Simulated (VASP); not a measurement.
## SiC (Moissanite): relaxation of cell and atoms with PBEsol

SiC (Moissanite):

```xyz
4
Lattice="3.0756 0.0000 0.0000 -1.5378 2.6636 0.0000 0.0000 0.0000 5.0467" Properties=species:S:1:pos:R:3 pbc="T T T"
Si    0.0000    1.7757    0.0231
Si    1.5378    0.8879    2.5464
C     0.0000    1.7757    1.9199
C     1.5378    0.8879    4.4432
```

```yaml
Program: VASP 6.6.1
Task: relaxation of cell and atoms
Functional: PBEsol
Potentials_or_basis: VASP PAW PBE potentials, release 64 (Si, C)
Cutoff: 600 eV
k_mesh: 12 × 12 × 6
Occupations: gaussian, width 0.02 eV
Spin: no spin polarisation
Dipole_correction: no
Further_INCAR_settings: ALGO = Normal; EDIFF = 1e-06; IBRION = 2; EDIFFG = -0.005; NSW = 100; ISIF = 3
```

```
Relaxed volume                         : 10.35 Å³/atom
Relaxed cell                           : a = 3.077 Å, b = 3.077 Å, c = 5.049 Å, α = 90.00°, β = 90.00°, γ = 120.00°
Space group after relaxing (to 0.05 Å) : P6_3mc (No. 186)
Energy gained by relaxing              : 0.0 meV/atom
Ionic steps                            : 3
Pressure after relaxing                : 0.0 GPa
Band gap on the k mesh                 : 2.12 eV, indirect (least direct gap 3.85 eV)
```

Final structure:
```cif
data_structure
_symmetry_space_group_name_H-M 'P 1'
_symmetry_Int_Tables_number 1
_cell_length_a 3.0770
_cell_length_b 3.0770
_cell_length_c 5.0492
_cell_angle_alpha 90.000
_cell_angle_beta 90.000
_cell_angle_gamma 120.000
_cell_volume 41.40
loop_
_atom_site_label
_atom_site_type_symbol
_atom_site_fract_x
_atom_site_fract_y
_atom_site_fract_z
_atom_site_occupancy
Si1 Si 0.33333 0.66667 0.00459 1
Si2 Si 0.66667 0.33333 0.50459 1
C1 C 0.33333 0.66667 0.38041 1
C2 C 0.66667 0.33333 0.88041 1
```

Levels at points of the mesh, in eV from the valence-band top:
```
           k point  band 6  band 7  band 8  band 9  band 10  band 11
(0.00, 0.00, 0.00)   -0.11    0.00    0.00    4.73     6.14     6.59
(0.50, 0.00, 0.00)   -3.34   -3.34   -1.20    2.65     4.12     6.79
(0.00, 0.00, 0.50)   -0.71   -0.71   -0.71    5.82     5.82     7.27
(0.50, 0.00, 0.50)   -2.46   -2.34   -2.34    3.17     3.17     5.16
```

It took 64 s on 1 thread of AMD EPYC 7R43 64-Core Processor (Zen 3), on a shared host, peak memory 0.16 GiB.

Caveat: the PAW data sets were made with another functional, which shifts forces and pressure a little. A k mesh can miss the band edges.
